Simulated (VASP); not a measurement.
Set up this calculation in VASP 6.6.1, as the native input.

```yaml
Task: electric field gradients
Functional: LDA
Potentials_or_basis: VASP PAW LDA potentials, release 64 (Si)
Cutoff: 520 eV
k_mesh: 11 × 11 × 11
Occupations: fermi-dirac, width 0.08 eV
Spin: no spin polarisation
Dipole_correction: no
Further_INCAR_settings: ALGO = Normal; EDIFF = 1e-08; NBANDS = 11
```

The structure of Si lies in POSCAR:

```
Si
1.0
    0.0000000000      2.6787699606      2.6787699606
    2.6787699606      0.0000000000      2.6787699606
    2.6787699606      2.6787699606      0.0000000000
Si
2
Direct
    0.5000000000      0.5000000000      0.5000000000
    0.7500000000      0.7500000000      0.7500000000
```

This cell differs from its parent crystal: volume scaled by 0.96.

One way to write it, as run:

INCAR

```
SYSTEM = Si
ALGO = Normal
EDIFF = 1E-8
ENCUT = 520
GGA = CA
ISIF = 2
ISMEAR = -1
LASPH = .TRUE.
LCHARG = .FALSE.
LEFG = .TRUE.
LREAL = .FALSE.
LWAVE = .FALSE.
NBANDS = 11
NELM = 80
PREC = Accurate
SIGMA = 0.08
```

KPOINTS

```
k-points
0
G
  11 11 11
  0 0 0
```

Potentials or basis: VASP PAW LDA potentials, release 64 (Si).

Run with:

```console
$ cat potpaw_LDA.64/Si/POTCAR > POTCAR
$ mpirun -np 1 vasp_std > vasp.out
```

Results of the run:

```
Pressure               : 2.6 GPa
Band gap on the k mesh : 0.42 eV, indirect (least direct gap 2.54 eV)
```

Caveat: without QUAD_EFG the Cq values of the log hold for a quadrupole moment of 1 mb, not for the nuclei.

Wall time 11 s on 1 thread of AMD EPYC 9R14 (Zen 4), on a shared host, peak memory 0.11 GiB.
